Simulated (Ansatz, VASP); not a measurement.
One calculation of InSe, two programs

File INCAR:

```
SYSTEM = InSe
PREC = Accurate ; ENCUT = 520
EDIFF = 1E-6 ; ISMEAR = -1
SIGMA = 0.02 ; LREAL = .False.
LASPH = .True. ; NELM = 100
ALGO = Normal ; ISIF = 2
LWAVE = .False. ; LCHARG = .False.
GGA = PE ; NBANDS = 27
```

File KPOINTS:

```
Automatic mesh
0
Gamma
  6 6 6
  0 0 0
```

The input POSCAR:

```
InSe
1.0
    2.0000000000      1.1547005384      8.4400000000
   -2.0000000000      1.1547005384      8.4400000000
    0.0000000000     -2.3094010768      8.4400000000
In Se
2 2
Direct
    0.8886000000      0.8886000000      0.8886000000
    0.0000000000      0.0000000000      0.0000000000
    0.1719000000      0.1719000000      0.1719000000
    0.3835000000      0.3835000000      0.3835000000
```

Contents of input.yaml:

```yaml
crystal:
  lattice:
    - [2.0, 1.1547005384, 8.44]
    - [-2.0, 1.1547005384, 8.44]
    - [0.0, -2.3094010768, 8.44]
  atoms:
    - { symbol: In, position: [0.8886, 0.8886, 0.8886] }
    - { symbol: In, position: [0.0, 0.0, 0.0] }
    - { symbol: Se, position: [0.1719, 0.1719, 0.1719] }
    - { symbol: Se, position: [0.3835, 0.3835, 0.3835] }
kpoints:
  mp_grid: { grid: [6, 6, 6] }
scf:
  occupations: { method: fermi_dirac, width: 0.02 }
hamiltonian:
  xc: pbe
  pseudopotentials: { kind: all_electron, lapw: { basis_error: 0.002 } }
output:
  forces: true
  stress: true
  eigenvalues: true
```

Alike in both runs: task single point; functional PBE; k mesh 6 × 6 × 6; occupations fermi-dirac, width 0.02 eV; no spin polarisation.

|  | VASP | Ansatz |
| --- | --- | --- |
| version | VASP 6.6.1 | Ansatz 0.2.0 |
| potentials or method | VASP PAW PBE potentials, release 64 (In_d, Se), cutoff 520 eV | all-electron LAPW, scalar-relativistic |

VASP gave:

* gap on the k mesh at the Fermi level (eV): 0.43
* least direct gap on the mesh (eV): 0.43
* pressure (GPa): 2.8
* traceless stress, the component that is largest in VASP (GPa): -0.83
* rms of the force components (eV/Å): 0.186

**Question.** Which values does Ansatz return?

**Answer.** gap on the k mesh at the Fermi level (eV): 0.45; least direct gap on the mesh (eV): 0.45; pressure (GPa): 2.8; traceless stress, the component that is largest in VASP (GPa): -0.83; rms of the force components (eV/Å): 0.177.

Atom by atom the forces differ by 0.009 eV/Å (rms over components). Ansatz ran all-electron here, and VASP with PAW potentials.
